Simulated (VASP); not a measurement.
**Si: single point with PBE**

System: Si, a wire with vacuum.

```xyz
2
Lattice="9.0000 0.0000 0.0000 0.0000 9.3000 0.0000 0.0000 0.0000 4.4290" Properties=species:S:1:pos:R:3 pbc="T T T"
Si    4.5000    4.6500   -0.0773
Si    4.5000    4.6500    2.1368
```

| Quantity | Value |
| --- | --- |
| Program | VASP 6.6.1 |
| Task | single point |
| Functional | PBE |
| Potentials or basis | VASP PAW PBE potentials, release 64 (Si) |
| Cutoff | 520 eV |
| k mesh | 1 × 1 × 15 |
| Occupations | gaussian, width 0.05 eV |
| Spin | collinear spin |
| Starting moments | [0.5, 0.5] μB |

* Largest force: 0.007 eV/Å
* Net moment: 0.06 μB per cell
* Valence electrons inside the program's atomic spheres: Si 1.63

Forces on the atoms (eV/Å):
```
Si   0.000  0.000 -0.007
Si   0.000  0.000  0.007
```

Levels at points of the mesh, in eV from the Fermi level:
Spin up:
```tsv
k point	band 2	band 3	band 4	band 5	band 6	band 7
(0.00, 0.00, 0.00)	-3.43	-1.33	-1.33	-1.08	3.84	4.88
```
Spin down:
| k point | band 1 | band 2 | band 3 | band 4 | band 5 | band 6 | band 7 | band 8 | band 9 |
| --- | --- | --- | --- | --- | --- | --- | --- | --- | --- |
| (0.00, 0.00, 0.00) | -9.35 | -3.41 | -1.31 | -1.31 | -1.04 | 3.85 | 4.92 | 4.92 | 5.10 |

Wall time 2 min on 1 thread of Intel(R) Xeon(R) Platinum 8488C (Sapphire Rapids), with other jobs on the host, peak memory 0.52 GiB.
